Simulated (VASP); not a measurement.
# Si20H10O in VASP: a series of runs

The runs below take Si20H10O through single point, with PBE+D3(BJ).

Program: VASP 6.6.1. These are calculated values, not measurements. Logs are shortened: lines on timing, memory, paths and dates and some standing lists are left out, and cuts for length are marked.

### 1 The cell of the first run

The cell holds a slab with vacuum, 31 atoms: a = 7.679 Å, b = 7.679 Å, c = 21.256 Å, α = 90.00°, β = 90.00°, γ = 90.00°.

### 2 Single point, PBE+D3(BJ)

INCAR reads:

```
PREC = Accurate ; ENCUT = 520
EDIFF = 1E-7 ; ISMEAR = -1
SIGMA = 0.05 ; LREAL = Auto
LASPH = T ; NELM = 80
ALGO = Normal ; ISIF = 2
LWAVE = F ; LCHARG = F
GGA = PE ; IVDW = 12
NBANDS = 69
```

KPOINTS reads:

```
Automatic mesh
0
Gamma
  1 1 1
```

POSCAR reads:

```
Si20H10O
1.0
    7.6791800000      0.0000000000      0.0000000000
    0.0000000000      7.6791800000      0.0000000000
    0.0000000000      0.0000000000     21.2555000000
H Si O
10 20 1
Direct
    0.4093926695      0.0000000000      0.0470466468
    0.0906086327      0.0000000000      0.0470466468
    0.9093939718      0.0000000000      0.0470466468
    0.5906099349      0.0000000000      0.0470466468
    0.4093926695      0.5000013022      0.0470466468
    0.0906086327      0.5000013022      0.0470466468
    0.9093939718      0.5000013022      0.0470466468
    0.5906099349      0.5000013022      0.0470466468
    0.6517362531      0.2645985639      0.4444873092
    0.5059133918      0.2672160309      0.3913151890
    0.2500006511      0.0000000000      0.0877655195
    0.7500019533      0.0000000000      0.0877655195
    0.2500006511      0.5000013022      0.0877655195
    0.7500019533      0.5000013022      0.0877655195
    0.2488677176      0.2514070513      0.1507656842
    0.7478011975      0.2490239843      0.1502999224
    0.2511856735      0.7505098201      0.1544588459
    0.7497805755      0.7516167091      0.1551833643
   -0.0064069341      0.2493365177      0.2108677754
    0.5001966356      0.2499225178      0.2098327492
    0.0008073779      0.7633757771      0.2210863071
    0.5005091689      0.7641961772      0.2216414575
    0.0073836009      0.0082691121      0.2796546776
    0.5030354804      0.0121757792      0.2804074240
    0.0101573345      0.4993111244      0.2757451013
    0.4962639240      0.4945449905      0.2746300957
    0.2522665180      0.0933953886      0.3238738209
    0.7601592878      0.0757763199      0.3181341300
    0.2510684735      0.3831138220      0.3213568253
    0.7564349319      0.3855880446      0.3143327609
    0.6338827844      0.2788188322      0.3986356472
```

Potentials or basis: VASP PAW PBE potentials, release 64 (H, Si, O).

On the command line:

```
$ cat potpaw_PBE.64/H/POTCAR potpaw_PBE.64/Si/POTCAR potpaw_PBE.64/O/POTCAR > POTCAR
$ mpirun -np 1 vasp_gam > vasp.out
```

OUTCAR:

```text
PREC = Accurate
   ENCUT = 520
   EDIFF = 1E-7
   ISMEAR = -1
   LREAL = Auto
   LASPH = T
   NELM = 80
   ISIF = 2
   GGA = PE
   IVDW = 12
 IVDW          = 12

 ion  position               nearest neighbor table
   1  0.409  0.000  0.047-  11 1.50
   2  0.091  0.000  0.047-  11 1.50
   3  0.909  0.000  0.047-  12 1.50
   4  0.591  0.000  0.047-  12 1.50
   5  0.409  0.500  0.047-  13 1.50
   6  0.091  0.500  0.047-  13 1.50
   7  0.909  0.500  0.047-  14 1.50
   8  0.591  0.500  0.047-  14 1.50
   9  0.652  0.265  0.444-  31 0.99
  10  0.506  0.267  0.391-  31 1.00
  11  0.250  0.000  0.088-   1 1.50   2 1.50  15 2.35  17 2.38
  12  0.750  0.000  0.088-   4 1.50   3 1.50  16 2.33  18 2.39
  13  0.250  0.500  0.088-   5 1.50   6 1.50  15 2.33  17 2.39
  14  0.750  0.500  0.088-   8 1.50   7 1.50  16 2.34  18 2.41
  15  0.249  0.251  0.151-  20 2.30  13 2.33  19 2.34  11 2.35
  16  0.748  0.249  0.150-  20 2.28  19 2.28  12 2.33  14 2.34
  17  0.251  0.751  0.154-  11 2.38  13 2.39  21 2.39  22 2.39
  18  0.750  0.752  0.155-  22 2.38  21 2.38  12 2.39  14 2.41
  19  0.994  0.249  0.211-  16 2.28  15 2.34  23 2.36  25 2.37  30 3.04
  20  0.500  0.250  0.210-  16 2.28  15 2.30  26 2.33  24 2.36  30 3.14
  21  0.001  0.763  0.221-  23 2.26  25 2.34  18 2.38  17 2.39
  22  0.501  0.764  0.222-  24 2.28  26 2.36  18 2.38  17 2.39
  23  0.007  0.008  0.280-  28 2.13  27 2.20  21 2.26  19 2.36
  24  0.503  0.012  0.280-  28 2.19  27 2.23  22 2.28  20 2.36
  25  0.010  0.499  0.276-  29 2.27  30 2.29  21 2.34  19 2.37
  26  0.496  0.495  0.275-  29 2.29  30 2.32  20 2.33  22 2.36
  27  0.252  0.093  0.324-  23 2.20  24 2.23  29 2.23
  28  0.760  0.076  0.318-  23 2.13  24 2.19  30 2.38  31 2.51
  29  0.251  0.383  0.321-  27 2.23  25 2.27  26 2.29
  30  0.756  0.386  0.314-  31 2.18  25 2.29  26 2.32  28 2.38  19 3.04  20 3.14
  31  0.634  0.279  0.399-   9 0.99  10 1.00  30 2.18  28 2.51

  LATTYP: Found a simple tetragonal cell.
 ALAT       =     7.6791800000
 C/A-ratio  =     2.7679387643

  Lattice vectors:

 A1 = (   7.6791800000,   0.0000000000,   0.0000000000)
 A2 = (   0.0000000000,   7.6791800000,   0.0000000000)
 A3 = (   0.0000000000,   0.0000000000,  21.2555000000)

Analysis of symmetry for initial positions (statically):
=====================================================================
 Subroutine PRICEL returns:
 Original cell was already a primitive cell.

 Routine SETGRP: Setting up the symmetry group for a
 simple tetragonal supercell.

 Subroutine GETGRP returns: Found  1 space group operations
 (whereof  1 operations were pure point group operations)
 out of a pool of 16 trial point group operations.

The static configuration has the point symmetry C_1 .
[... 154 lines left out ...]
   ISYM   =      2    0-nonsym 1-usesym 2-fastsym
   POTIM  = 0.5000    time-step for ionic-motion
   TEBEG  =    0.0;   TEEND  =   0.0 temperature during run
   PSTRESS=    0.0 pullay stress
   NELECT =      96.0000    total number of electrons
   NUPDOWN=      -1.0000    fix difference up-down
   EMIN   =  10.00;   EMAX   =-10.00  energy-range for DOS
   EFERMI =   0.00;   METHOD = LEGACY
   ISMEAR =    -1;   SIGMA  =   0.05  broadening in eV -4-tet -1-fermi 0-gaus
   EFERMI_NEDOS =   21; number of points for ismear=-14 and -15
   IALGO  =     38    algorithm
   IMIX   =      4    mixing-type and parameters
     AMIX     =   0.40;   BMIX     =  1.00
     AMIX_MAG =   1.60;   BMIX_MAG =  1.00
  volume/ion in A,a.u.               =      40.43       272.86
  Fermi-wavevector in a.u.,A,eV,Ry     =   0.695235  1.313803  6.576397  0.483352
  Thomas-Fermi vector in A             =   1.777951
   LORBIT       =      0    0 simple, 1 ext, 2 COOP (PROOUT), +10 PAW based schemes
   GGA     = PE    functional components
   LHFCALC =     F    Hartree Fock is set to
   AEXX    =    0.0000 exact exchange contribution
   IVDW    =    12    specifies the selected vdW correction
   LEPSILON=     F    determine dielectric tensor
   LRPA    =     F    only Hartree local field effects (RPA)
 non-spin polarized calculation
  energy-cutoff  :      520.00
  volume of cell :     1253.43
 maximum number of plane-waves:     16892
 NGX is ok and might be reduce to    60
   NGX = 29   NGY = 29   NGZ = 79

 number of electron      96.0000004 magnetization

 Free energy of the ion-electron system (eV)
  ---------------------------------------------------
  ext. energy  EPLUGINS =         0.00000000
  ---------------------------------------------------
  free energy    TOTEN  =      -134.87439249 eV

  energy without entropy =     -134.80640112  energy(sigma->0) =     -134.84039681

 E-fermi :  -0.6093     XC(G=0):  -3.9935

 val. band max:       -0.7155209831   @ k =   0.0000   0.0000   0.0000
 cond. band min:      -0.5031702993   @ k =   0.0000   0.0000   0.0000
 fundamental gap:      0.2123506838
 Fermi energy:        -0.6093406342

 k-point     1 :       0.0000    0.0000    0.0000
  band No.  band energies     occupation
      1     -23.7167      2.00000
      2     -12.6891      2.00000
      3     -11.6927      2.00000
      4     -11.1524      2.00000
      5     -10.6954      2.00000
      6     -10.5419      2.00000
[... 52 lines left out ...]
     59       1.9022      0.00000
     60       2.0016      0.00000
 [bands above 60 left out]

------------------------ aborting loop because EDIFF is reached ----------------------------------------

 Edisp (eV)   -5.30187

 E8    (eV) :    -2.2009

  FORCE on cell =-STRESS in cart. coord.  units (eV):
  Direction    XX          YY          ZZ          XY          YZ          ZX
  --------------------------------------------------------------------------------------
  -------------------------------------------------------------------------------------
  Total      48.98707     8.66000    -4.65614    -0.91249     3.88963    -1.37733
  in kB      62.61682    11.06949    -5.95163    -1.16637     4.97185    -1.76055
  external pressure =       22.58 kB  Pullay stress =        0.00 kB

 VOLUME and BASIS-vectors are now :
 -----------------------------------------------------------------------------
  energy-cutoff  :      520.00
  volume of cell :     1253.43
      direct lattice vectors                 reciprocal lattice vectors
     7.679180000  0.000000000  0.000000000     0.130222237  0.000000000  0.000000000
     0.000000000  7.679180000  0.000000000     0.000000000  0.130222237  0.000000000
     0.000000000  0.000000000 21.255500000     0.000000000  0.000000000  0.047046647

 POSITION                                       TOTAL-FORCE (eV/Angst)
 -----------------------------------------------------------------------------------
      3.14380      0.00000      1.00000        -0.867524      0.002140      0.163892
      0.69580      0.00000      1.00000         0.954457     -0.056757      0.118997
      6.98340      0.00000      1.00000        -0.942186     -0.074203      0.117561
      4.53540      0.00000      1.00000         0.888704     -0.065104      0.125068
      3.14380      3.83960      1.00000        -1.027722      0.051307      0.130335
      0.69580      3.83960      1.00000         1.021565      0.096623      0.147175
[... 23 lines left out ...]
      5.80880      2.96100      6.68130        -0.179873     -0.371277     -0.735344
      4.86770      2.14110      8.47320        -0.606918      0.372445      1.793083
 -----------------------------------------------------------------------------------
    total drift:                                0.004153     -0.008650     -0.009265

  FREE ENERGIE OF THE ION-ELECTRON SYSTEM (eV)
  ---------------------------------------------------
  free  energy   TOTEN  =      -140.1762648946 eV

  energy  without entropy=     -140.1082735230  energy(sigma->0) =     -140.14226921
```

stdout:

```text
POSCAR found type information on POSCAR H SiO
 POSCAR found :  3 types and      31 ions
 scaLAPACK will be used
 LDA part: xc-table for (Slater+PW92), standard interpolation
 POSCAR, INCAR and KPOINTS ok, starting setup
 FFT: planning ... GRIDC
 FFT: planning ... GRID_SOFT
 FFT: planning ... GRID
 WAVECAR not read
 entering main loop
```

It took 4.8 min on 1 thread of Intel Xeon Platinum 8488C (Sapphire Rapids), shared host; peak memory 1 GiB.

What came out:

* Free energy: -140.1763 eV
* Largest force: 1.929 eV/Å
* Band gap on the k mesh: 0.21 eV
* Dispersion energy per atom: -0.171 eV

Forces in eV/Å, atoms in the order of the input:
```
H   -0.868  0.002  0.164
H    0.954 -0.057  0.119
H   -0.942 -0.074  0.118
H    0.889 -0.065  0.125
H   -1.028  0.051  0.130
H    1.022  0.097  0.147
H   -1.023  0.120  0.126
H    1.014  0.109  0.140
H    0.086  0.218 -0.388
H   -0.051  0.206 -0.025
Si  -0.148 -0.046  0.368
Si   0.074 -0.183  0.219
Si   0.035  0.184  0.227
Si   0.039  0.163  0.339
Si  -0.102  0.003 -0.130
Si  -0.075  0.125 -0.240
Si   0.065  0.037 -0.027
Si   0.012  0.047  0.101
Si   0.146  0.051  0.136
Si  -0.038 -0.134  0.019
Si   0.064 -1.129 -0.770
Si  -0.028 -1.088 -0.635
Si   0.348 -0.181 -1.113
Si   0.137 -0.119 -0.973
Si   0.117  0.141  0.119
Si  -0.001  0.243 -0.058
Si   0.300  0.083  1.054
Si  -0.438  0.658  0.037
Si   0.228  0.538 -0.388
Si  -0.180 -0.371 -0.735
O   -0.607  0.372  1.793
```

Caveat: the k points lie up to 0.82 Å⁻¹ apart.

### 3 Single point, PBE+D3(BJ)

INCAR reads:

```
SYSTEM = Si20H10O
ALGO = Normal ; EDIFF = 1E-6
ENCUT = 520 ; GGA = PE
ISIF = 2 ; ISMEAR = -1
IVDW = 12 ; LASPH = .TRUE.
LCHARG = .FALSE. ; LREAL = Auto
LWAVE = .FALSE. ; NBANDS = 69
NELM = 100 ; PREC = Accurate
SIGMA = 0.05
```

KPOINTS reads:

```
k-points
0
G
  1 1 1
  0 0 0
```

POSCAR reads:

```
Si20H10O
1.0
    7.6791800000      0.0000000000      0.0000000000
    0.0000000000      7.6791800000      0.0000000000
    0.0000000000      0.0000000000     21.2555000000
H Si O
10 20 1
Direct
    0.4093926695      0.0000000000      0.0470466468
    0.0906086327      0.0000000000      0.0470466468
    0.9093939718      0.0000000000      0.0470466468
    0.5906099349      0.0000000000      0.0470466468
    0.4093926695      0.5000013022      0.0470466468
    0.0906086327      0.5000013022      0.0470466468
    0.9093939718      0.5000013022      0.0470466468
    0.5906099349      0.5000013022      0.0470466468
    0.7769579564      0.3944692011      0.4265907647
    0.6049604255      0.2848220774      0.4309708076
    0.2500006511      0.0000000000      0.0877655195
    0.7500019533      0.0000000000      0.0877655195
    0.2500006511      0.5000013022      0.0877655195
    0.7500019533      0.5000013022      0.0877655195
    0.2427472725      0.2520190958      0.1451624285
    0.7478402642      0.2579702520      0.1450542213
    0.2560690074      0.7434778192      0.1484368752
    0.7512911535      0.7449753750      0.1531650632
   -0.0010938668      0.2597933634      0.2010679589
    0.4894533010      0.2513810068      0.1973889111
    0.0103266234      0.7284631953      0.2085483757
    0.4989465021      0.7354691517      0.2113758792
    0.0393140934      0.0021356447      0.2592928889
    0.4979437909      0.0030992892      0.2606666510
    0.0115116458      0.4929953459      0.2760650185
    0.5114869035      0.4862498340      0.2693373480
    0.2681015421      0.0784328535      0.3278916045
    0.7700431556      0.0739532085      0.2893368775
    0.2655361640      0.3764464435      0.3061466444
    0.7616177769      0.3693883982      0.2816353414
    0.6496917640      0.4037410244      0.4262990755
```

Potentials or basis: VASP PAW PBE potentials, release 64 (H, Si, O).

On the command line:

```
$ cat potpaw_PBE.64/H/POTCAR potpaw_PBE.64/Si/POTCAR potpaw_PBE.64/O/POTCAR > POTCAR
$ mpirun -np 1 vasp_gam > vasp.out
```

It took 4.2 min on 1 thread of Intel Xeon Platinum 8488C (Sapphire Rapids), shared host; peak memory 1 GiB.

The run converged. Its results:

```
Free energy                : -140.7729 eV
Largest force              : 1.358 eV/Å
Band gap on the k mesh     : 0.36 eV
Dispersion energy per atom : -0.174 eV
```

Forces on the atoms (eV/Å):
```
H   -0.848  0.008  0.100
H    0.865 -0.140  0.058
H   -0.820 -0.017  0.150
H    0.803 -0.020  0.181
H   -0.926 -0.040 -0.013
H    0.917  0.095  0.050
H   -0.892  0.108  0.006
H    0.843  0.109  0.024
H   -0.339 -0.154  0.081
H    0.273  0.267 -0.083
Si  -0.101 -0.356 -0.357
Si   0.125 -0.397  0.268
Si   0.166 -0.006 -1.256
Si   0.048  0.918 -0.895
Si   0.160  0.039 -0.317
Si  -0.026 -0.394  0.435
Si   0.032  0.217 -0.213
Si   0.150  0.142 -0.481
Si   0.054 -0.280  0.497
Si   0.576 -0.164  0.658
Si  -0.080  1.166  0.643
Si   0.154  0.692  0.109
Si  -0.213 -0.342  0.449
Si   0.152 -0.084  0.480
Si   0.756  0.725 -0.309
Si  -1.091  0.758 -0.282
Si  -0.249 -0.264  0.096
Si  -0.429 -0.182  0.081
Si  -0.206 -1.184 -0.391
Si   0.005 -1.092  0.291
O    0.139 -0.127 -0.062
```

Levels at points of the mesh, in eV from the valence-band top:
```csv
k point,band 45,band 46,band 47,band 48,band 49,band 50,band 51,band 52
"(0.00, 0.00, 0.00)",-0.82,-0.62,-0.26,0.00,0.36,0.90,1.42,1.49
```

Caveat: the k points lie up to 0.82 Å⁻¹ apart.

### 4 Single point, PBE+D3(BJ)

INCAR reads:

```
PREC     = Accurate       # precision mode
ENCUT    = 520            # plane-wave cutoff, eV
EDIFF    = 1E-6           # SCF threshold, eV
ISMEAR   = -1             # smearing method
SIGMA    = 0.05           # smearing width, eV
LREAL    = Auto         
LASPH    = True           # aspherical terms in the spheres
NELM     = 80             # most SCF steps
ALGO     = Normal         # electronic algorithm
ISIF     = 2              # what is computed and relaxed
LWAVE    = False          # write WAVECAR
LCHARG   = True           # write CHGCAR
GGA      = PE             # functional
IVDW     = 12             # dispersion correction
LELF     = True           # ELF
LVHAR    = True         
NBANDS   = 69             # bands
```

KPOINTS reads:

```
regular mesh
0
Gamma
  1 1 1
```

POSCAR reads:

```
Si20H10O
1.0
    7.6791800000      0.0000000000      0.0000000000
    0.0000000000      7.6791800000      0.0000000000
    0.0000000000      0.0000000000     21.2555000000
H Si O
10 20 1
Direct
    0.4093926695      0.0000000000      0.0470466468
    0.0906086327      0.0000000000      0.0470466468
    0.9093939718      0.0000000000      0.0470466468
    0.5906099349      0.0000000000      0.0470466468
    0.4093926695      0.5000013022      0.0470466468
    0.0906086327      0.5000013022      0.0470466468
    0.9093939718      0.5000013022      0.0470466468
    0.5906099349      0.5000013022      0.0470466468
    0.6577004316      0.5106274368      0.4117945943
    0.7665531997      0.4463757849      0.4663357719
    0.2500006511      0.0000000000      0.0877655195
    0.7500019533      0.0000000000      0.0877655195
    0.2500006511      0.5000013022      0.0877655195
    0.7500019533      0.5000013022      0.0877655195
    0.2603923856      0.2475524731      0.1415398367
    0.7587528877      0.2479561620      0.1492884195
    0.2579181631      0.7550936428      0.1433087907
    0.7668917775      0.7559140429      0.1449930606
    0.0245729362      0.2471357619      0.2022206017
    0.4968629463      0.2401558500      0.1996800828
    0.0156527129      0.7480095531      0.2028651408
    0.5106795257      0.7459129751      0.1972524758
    0.0444578718     -0.0013803557      0.2609112935
    0.4849736560     -0.0088811566      0.2595234175
    0.0260444475      0.5035173026      0.2719107996
    0.4919796124      0.4969280574      0.2622850556
    0.2660049641      0.0314096036      0.3364635036
    0.7654853773      0.0414106715      0.2666086425
    0.2585562521      0.3012431015      0.2761261791
    0.7615005769      0.3558713300      0.2579520595
    0.6768821671      0.5330256616      0.4557314577
```

On the command line:

```
$ cat potpaw_PBE.64/H/POTCAR potpaw_PBE.64/Si/POTCAR potpaw_PBE.64/O/POTCAR > POTCAR
$ mpirun -np 1 vasp_gam > vasp.out
```

It took 4.7 min on 1 thread of Intel Xeon Platinum 8488C (Sapphire Rapids), shared host; peak memory 1 GiB.

Results (log left out):

```
Free energy                : -140.4241 eV
Largest force              : 1.643 eV/Å
Band gap on the k mesh     : 0.61 eV
Dispersion energy per atom : -0.173 eV
```

Forces in eV/Å, atoms in the order of the input:
```
H   -0.740  0.058 -0.131
H    0.707  0.031 -0.026
H   -0.739  0.119 -0.077
H    0.679  0.069  0.135
H   -0.836 -0.146 -0.073
H    0.817 -0.146  0.078
H   -0.804 -0.096 -0.031
H    0.716  0.011  0.151
H   -0.254 -0.022 -0.720
H   -0.342  0.391  0.052
Si  -0.046 -0.189 -1.632
Si   0.328  0.513 -0.553
Si   0.089  0.838 -1.201
Si   0.302  0.011 -0.324
Si  -0.163  0.110  0.395
Si   0.148  0.118 -0.536
Si   0.128 -0.901 -0.154
Si  -0.251 -0.842  0.177
Si  -0.961  0.132 -0.720
Si   0.835 -0.127 -0.461
Si   0.135 -0.284  1.088
Si  -0.208 -0.191  1.244
Si   0.285 -1.175  0.342
Si  -0.219 -0.921  0.218
Si  -0.576 -0.480  0.080
Si   0.582 -0.337  0.344
Si   0.021  0.814 -0.031
Si  -0.347  1.233  0.090
Si   0.242  1.014  0.681
Si  -0.114  0.775  1.012
O    0.585 -0.379  0.584
```

Levels at points of the mesh, in eV from the valence-band top:
```
           k point  band 45  band 46  band 47  band 48  band 49  band 50  band 51  band 52
(0.00, 0.00, 0.00)    -0.70    -0.29    -0.08     0.00     0.61     1.04     1.67     1.75
```

Caveat: the k points lie up to 0.82 Å⁻¹ apart.
